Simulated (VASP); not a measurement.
A run of VASP 6.6.1 is set up as follows.

File INCAR:

```
SYSTEM = InSb
PREC     = Accurate       ! precision mode
ENCUT    = 520            ! plane-wave cutoff, eV
EDIFF    = 1E-6           ! SCF threshold, eV
ISMEAR   = 0              ! smearing method
SIGMA    = 0.15           ! smearing width, eV
LREAL    = .FALSE.        ! projectors in reciprocal space
LASPH    = .TRUE.         ! aspherical terms in the spheres
NELM     = 80             ! most SCF steps
ALGO     = Normal         ! electronic algorithm
ISIF     = 2              ! what is computed and relaxed
LWAVE    = .FALSE.        ! write WAVECAR
LCHARG   = .FALSE.        ! write CHGCAR
NBANDS   = 16             ! bands
```

File KPOINTS:

```
regular mesh
0
G
  16 16 8
  0 0 0
```

File POSCAR:

```
InSb
1.0
    3.2905012065      0.0000000000      0.0000000000
    0.0000000000      3.2905012065      0.0000000000
    0.0000000000      0.0000000000      5.8488658946
In Sb
1 1
Direct
    0.0000000000      0.0000000000      0.0000000000
    0.0000000000      0.0000000000      0.5000000000
```

Potentials or basis: VASP PAW LDA potentials, release 64 (In_d, Sb).

Launch:

```console
$ cat potpaw_LDA.64/In_d/POTCAR potpaw_LDA.64/Sb/POTCAR > POTCAR
$ mpirun -np 1 vasp_std > vasp.out
```

Predict the band gap on the k mesh.

zero (bands 9 and 10 overlap by 4.67 eV).

Estimate the pressure.

-4.5 GPa.

Stress tensor (GPa, compression positive):
```
-7.54  0.00  0.00
 0.00 -7.54  0.00
 0.00  0.00  1.54
```

Caveat: the cell stands under tension; spin-orbit coupling is left out, which moves the levels of the heavy elements.
